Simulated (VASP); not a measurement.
Wanted: the native input for a VASP 6.6.1 run.

```yaml
Task: single point
Functional: PBE
Dispersion: D3(BJ)
Potentials_or_basis: VASP PAW PBE potentials, release 64 (In_d)
Cutoff: 520 eV
k_mesh: 9 × 9 × 12
Occupations: gaussian, width 0.1 eV
Spin: no spin polarisation
Dipole_correction: no
Further_INCAR_settings: ALGO = Fast; EDIFF = 1e-06; NBANDS = 26
```

The structure of In lies in POSCAR:

```
In
1.0
    5.4610674349      0.0000000000      0.0000000000
   -2.7305337175      4.7294231304      0.0000000000
   -0.7954321691     -1.3777289309      2.8925649324
In
3
Direct
    0.3333333333      0.6666666667      0.0000000000
    0.0000000000      0.0000000000      0.0000000000
    0.6666666667      0.3333333333      0.0000000000
```

One way to write it, as run:

INCAR

```
SYSTEM = In
  PREC = Accurate
  ENCUT = 520
  EDIFF = 1E-6
  ISMEAR = 0
  SIGMA = 0.1
  LREAL = .FALSE.
  LASPH = .TRUE.
  NELM = 60
  ALGO = Fast
  ISIF = 2
  LWAVE = .FALSE.
  LCHARG = .FALSE.
  GGA = PE
  IVDW = 12
  NBANDS = 26
```

KPOINTS

```
regular mesh
0
G
  9 9 12
  0 0 0
```

Potentials or basis: VASP PAW PBE potentials, release 64 (In_d).

Run with:

```bash
$ cat potpaw_PBE.64/In_d/POTCAR > POTCAR
$ mpirun -np 1 vasp_std > vasp.out
```

It gave:

The pressure is 2.7 GPa. The band gap on the k mesh is zero (an odd number of electrons rules out a gap without spin polarisation) and the dispersion energy per atom is -0.356 eV.

Caveat: spin-orbit coupling is left out, which moves the levels of the heavy elements.

It took 22 min on 1 thread of Intel Xeon 8259CL, with other jobs on the host, peak memory 0.52 GiB.
